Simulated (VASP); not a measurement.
# In3Se (Pm-3m) in VASP: relaxation of cell and atoms with PBE

Aim: the relaxation of cell and atoms of In3Se with PBE.

Program: VASP 6.6.1. These are calculated values, not measurements. Logs are shortened: lines on timing, memory, paths and dates and some standing lists are left out, and cuts for length are marked.

## Step 1: The cell of the first run

It takes space group Pm-3m (No. 221, cubic). Conventional cell: a = 4.804 Å, b = 4.804 Å, c = 4.804 Å, α = 90.00°, β = 90.00°, γ = 90.00°. In (site symmetry 4/mmm) has 8 In at 3.40 Å and 4 Se at 3.40 Å within 4.5 Å. Within 4.5 Å of Se (site symmetry m-3m) lie 12 In at 3.40 Å.

## Step 2: Relaxation of cell and atoms, PBE

INCAR reads:

```
ALGO = Normal
EDIFF = 1E-6
EDIFFG = -0.005
ENCUT = 600
GGA = PE
IBRION = 2
ISIF = 3
ISMEAR = 0
LASPH = T
LCHARG = F
LREAL = F
LWAVE = F
NELM = 80
NSW = 100
PREC = Accurate
SIGMA = 0.1
```

KPOINTS reads:

```
k-points
0
Gamma
  10 10 10
```

POSCAR reads:

```
In3Se
1.0
    4.8037580000      0.0000000000      0.0000000000
    0.0000000000      4.8037580000      0.0000000000
    0.0000000000      0.0000000000      4.8037580000
In Se
3 1
Direct
    0.0000000000      0.5000000000      0.5000000000
    0.5000000000      0.0000000000      0.5000000000
    0.5000000000      0.5000000000      0.0000000000
    0.0000000000      0.0000000000      0.0000000000
```

Potentials or basis: VASP PAW PBE potentials, release 64 (In_d, Se).

The run is started by

```sh
> cat potpaw_PBE.64/In_d/POTCAR potpaw_PBE.64/Se/POTCAR > POTCAR
> mpirun -np 1 vasp_std > vasp.out
```

OUTCAR:

```text
EDIFF = 1E-6
   EDIFFG = -0.005
   ENCUT = 600
   GGA = PE
   IBRION = 2
   ISIF = 3
   ISMEAR = 0
   LASPH = T
   LREAL = F
   NELM = 80
   NSW = 100
   PREC = Accurate

 ion  position               nearest neighbor table
   1  0.000  0.500  0.500-   2 3.40   3 3.40   4 3.40   3 3.40   4 3.40   2 3.40   4 3.40   4 3.40
                             2 3.40   3 3.40   3 3.40   2 3.40
   2  0.500  0.000  0.500-   1 3.40   3 3.40   4 3.40   3 3.40   4 3.40   1 3.40   3 3.40   3 3.40
                             1 3.40   4 3.40   4 3.40   1 3.40
   3  0.500  0.500  0.000-   1 3.40   2 3.40   4 3.40   1 3.40   2 3.40   2 3.40   4 3.40   2 3.40
                             1 3.40   4 3.40   1 3.40   4 3.40
   4  0.000  0.000  0.000-   1 3.40   2 3.40   3 3.40   1 3.40   2 3.40   1 3.40   3 3.40   1 3.40
                             2 3.40   3 3.40   2 3.40   3 3.40

  LATTYP: Found a simple cubic cell.
 ALAT       =     4.8037580000

  Lattice vectors:

 A1 = (   4.8037580000,   0.0000000000,   0.0000000000)
 A2 = (   0.0000000000,   4.8037580000,   0.0000000000)
 A3 = (   0.0000000000,   0.0000000000,   4.8037580000)

Analysis of symmetry for initial positions (statically):
=====================================================================
 Subroutine PRICEL returns:
 Original cell was already a primitive cell.

 Routine SETGRP: Setting up the symmetry group for a
 simple cubic supercell.

 Subroutine GETGRP returns: Found 48 space group operations
 (whereof 48 operations were pure point group operations)
 out of a pool of 48 trial point group operations.

The static configuration has the point symmetry O_h .

Analysis of symmetry for dynamics (positions and initial velocities):
=====================================================================
 Subroutine PRICEL returns:
 Original cell was already a primitive cell.

 Routine SETGRP: Setting up the symmetry group for a
 simple cubic supercell.

 Subroutine GETGRP returns: Found 48 space group operations
 (whereof 48 operations were pure point group operations)
 out of a pool of 48 trial point group operations.

The dynamic configuration has the point symmetry O_h .

 Subroutine INISYM returns: Found 48 space group operations
 (whereof 48 operations are pure point group operations),
 and found     1 'primitive' translations

----------------------------------------------------------------------------------------

                                     Primitive cell

  volume of cell :     110.8520

[... 98 lines left out ...]
   ISIF   =      3    stress and relaxation
   ISYM   =      2    0-nonsym 1-usesym 2-fastsym
   POTIM  = 0.5000    time-step for ionic-motion
   TEBEG  =    0.0;   TEEND  =   0.0 temperature during run
   PSTRESS=    0.0 pullay stress
   NELECT =      45.0000    total number of electrons
   NUPDOWN=      -1.0000    fix difference up-down
   EMIN   =  10.00;   EMAX   =-10.00  energy-range for DOS
   EFERMI =   0.00;   METHOD = LEGACY
   ISMEAR =     0;   SIGMA  =   0.10  broadening in eV -4-tet -1-fermi 0-gaus
   EFERMI_NEDOS =   21; number of points for ismear=-14 and -15
   IALGO  =     38    algorithm
   IMIX   =      4    mixing-type and parameters
     AMIX     =   0.40;   BMIX     =  1.00
     AMIX_MAG =   1.60;   BMIX_MAG =  1.00
  volume/ion in A,a.u.               =      27.71       187.02
  Fermi-wavevector in a.u.,A,eV,Ry     =   1.212173  2.290675 19.991897  1.469363
  Thomas-Fermi vector in A             =   2.347665
   LORBIT       =      0    0 simple, 1 ext, 2 COOP (PROOUT), +10 PAW based schemes
   GGA     = PE    functional components
   LHFCALC =     F    Hartree Fock is set to
   AEXX    =    0.0000 exact exchange contribution
   IVDW    =     0    specifies the selected vdW correction
   LEPSILON=     F    determine dielectric tensor
   LRPA    =     F    only Hartree local field effects (RPA)
 conjugate gradient relaxation of ions
 non-spin polarized calculation
 Gauss-broadening in eV      SIGMA  =   0.10
  energy-cutoff  :      600.00
  volume of cell :      110.85
 maximum number of plane-waves:      3751
 NGX is ok and might be reduce to    40
   NGX = 19   NGY = 19   NGZ = 19

--------------------------------------- Ionic step        1  -------------------------------------------

 number of electron      44.9999999 magnetization

 Free energy of the ion-electron system (eV)
  ---------------------------------------------------
  ext. energy  EPLUGINS =         0.00000000
  ---------------------------------------------------
  free energy    TOTEN  =       -11.68413232 eV

  energy without entropy =      -11.67459400  energy(sigma->0) =      -11.67936316

------------------------ aborting loop because EDIFF is reached ----------------------------------------

  FORCE on cell =-STRESS in cart. coord.  units (eV):
  Direction    XX          YY          ZZ          XY          YZ          ZX
  --------------------------------------------------------------------------------------
  -------------------------------------------------------------------------------------
  Total       -0.2099828     -0.2099828     -0.2099828      0.0000000     -0.0000000      0.0000000
  in kB       -3.0349463     -3.0349463     -3.0349463      0.0000000     -0.0000000      0.0000000
  external PRESSURE =      -3.0349463 kB  Pullay stress =       0.0000000 kB
[... 63 lines left out ...]
--------------------------------------- Ionic step        3  -------------------------------------------

 number of electron      45.0000007 magnetization

 Free energy of the ion-electron system (eV)
  ---------------------------------------------------
  ext. energy  EPLUGINS =         0.00000000
  ---------------------------------------------------
  free energy    TOTEN  =       -11.68512941 eV

  energy without entropy =      -11.67563424  energy(sigma->0) =      -11.68038183

 E-fermi :   6.0231     XC(G=0):  -9.7822

 val. band max:        6.0030591930   @ k =   0.5000   0.4000   0.1000
 cond. band min:       6.0264990443   @ k =   0.4000   0.3000   0.1000
 fundamental gap:      0.0234398513
 Fermi energy:         6.0231273337

 k-point     1 :       0.0000    0.0000    0.0000
  band No.  band energies     occupation
      1      -8.7531      2.00000
      2      -8.7480      2.00000
      3      -8.7480      2.00000
      4      -8.7480      2.00000
      5      -8.6263      2.00000
      6      -8.6263      2.00000
[... 709 lines left out ...]
     26       8.3098      0.00000
     27       8.9170      0.00000

 [... further k-points ...]
[... 5 lines left out ...]
  --------------------------------------------------------------------------------------
  -------------------------------------------------------------------------------------
  Total       -0.0038827     -0.0038827     -0.0038827     -0.0000000     -0.0000000      0.0000000
  in kB       -0.0566301     -0.0566301     -0.0566301     -0.0000000     -0.0000000      0.0000000
  external PRESSURE =      -0.0566301 kB  Pullay stress =       0.0000000 kB
[... 19 lines left out ...]
  FREE ENERGIE OF THE ION-ELECTRON SYSTEM (eV)
  ---------------------------------------------------
  free  energy   TOTEN  =       -11.6851294132 eV

  energy  without entropy=      -11.6756342398  energy(sigma->0) =      -11.68038183

 reached required accuracy - stopping structural energy minimisation
```

OSZICAR:

```text
N       E                     dE             d eps       ncg     rms          rms(c)
DAV:   1     0.405383057511E+03    0.40538E+03   -0.23573E+04  3024   0.227E+03
DAV:   2     0.288807333569E+02   -0.37650E+03   -0.37174E+03  3024   0.486E+02
[... 22 lines left out ...]
DAV:   1    -0.116861708448E+02   -0.10742E-02   -0.28104E-02  3732   0.249E+00    0.198E-01
DAV:   2    -0.116852476274E+02    0.92322E-03   -0.21909E-03  3690   0.716E-01    0.676E-02
DAV:   3    -0.116851259969E+02    0.12163E-03   -0.49952E-04  4217   0.320E-01    0.319E-02
DAV:   4    -0.116851259512E+02    0.45631E-07   -0.12135E-05  3106   0.270E-02    0.155E-02
DAV:   5    -0.116851279991E+02   -0.20479E-05   -0.23543E-06  2209   0.140E-02    0.390E-03
DAV:   6    -0.116851292804E+02   -0.12813E-05   -0.46135E-07  1596   0.680E-03    0.106E-03
DAV:   7    -0.116851294132E+02   -0.13279E-06   -0.11327E-07  1584   0.404E-03
   3 F= -.11685129E+02 E0= -.11680382E+02  d E =-.997092E-03
```

CONTCAR:

```text
In3Se
   1.00000000000000
     4.7892479952459990    0.0000000000000000    0.0000000000000000
     0.0000000000000000    4.7892479952459990    0.0000000000000000
    -0.0000000000000000   -0.0000000000000000    4.7892479952459990
  In              Se
     3     1
Direct
     0.0000000000000000    0.5000000000000000    0.5000000000000000
     0.5000000000000000    0.0000000000000000    0.5000000000000000
     0.5000000000000000    0.5000000000000000    0.0000000000000000
     0.0000000000000000    0.0000000000000000    0.0000000000000000

  0.00000000E+00  0.00000000E+00  0.00000000E+00
  0.00000000E+00  0.00000000E+00  0.00000000E+00
  0.00000000E+00  0.00000000E+00  0.00000000E+00
  0.00000000E+00  0.00000000E+00  0.00000000E+00
```

Wall time 10 min (1 thread of Intel Xeon 8259CL, shared host); peak memory 0.34 GiB.

Results:

```yaml
Free_energy: -11.6851 eV
Relaxed_volume: 27.46 Å³/atom
Relaxed_cell: a = 4.789 Å, b = 4.789 Å, c = 4.789 Å, α = 90.00°, β = 90.00°, γ = 90.00°
Space_group_after_relaxing_to_0.1_Å: Pm-3m (No. 221)
Energy_gained_by_relaxing: 0.2 meV/atom
Ionic_steps: 3
Pressure_after_relaxing: 0.0 GPa
Band_gap_on_the_k_mesh: zero (an odd number of electrons rules out a gap without spin polarisation)
```

Step by step:
```
step  energy change (eV)  largest force (eV/Å)  pressure (GPa)  volume (Å³)
   1              0.0000                0.0000           -0.30       110.85
   2             -0.0010                0.0000           -0.05       110.01
   3             -0.0010                0.0000           -0.01       109.85
```

Final structure:
```
In Se
1.0
     4.78925    0.00000    0.00000
     0.00000    4.78925    0.00000
     0.00000    0.00000    4.78925
In Se
3 1
Direct
  0.00000 0.50000 0.50000
  0.50000 0.00000 0.50000
  0.50000 0.50000 0.00000
  0.00000 0.00000 0.00000
```

Levels at points of the mesh, in eV from the Fermi level:
```csv
k point,band 19,band 20,band 21,band 22,band 23,band 24,band 25,band 26
"(0.00, 0.00, 0.00)",-3.26,-3.26,-2.18,-2.18,1.16,1.16,1.16,4.24
"(0.50, 0.00, 0.00)",-2.44,-2.44,-1.62,-1.02,-0.07,-0.07,1.43,3.76
"(0.50, 0.50, 0.00)",-5.69,-1.94,-0.82,-0.66,-0.66,1.43,1.81,1.81
"(0.50, 0.50, 0.50)",-4.32,-4.16,-4.16,-4.16,-3.20,3.06,3.06,3.06
```

Caveat: spin-orbit coupling is left out, which moves the levels of the heavy elements.

The gap in the log of VASP goes by the Fermi energy; the results here count the filled bands.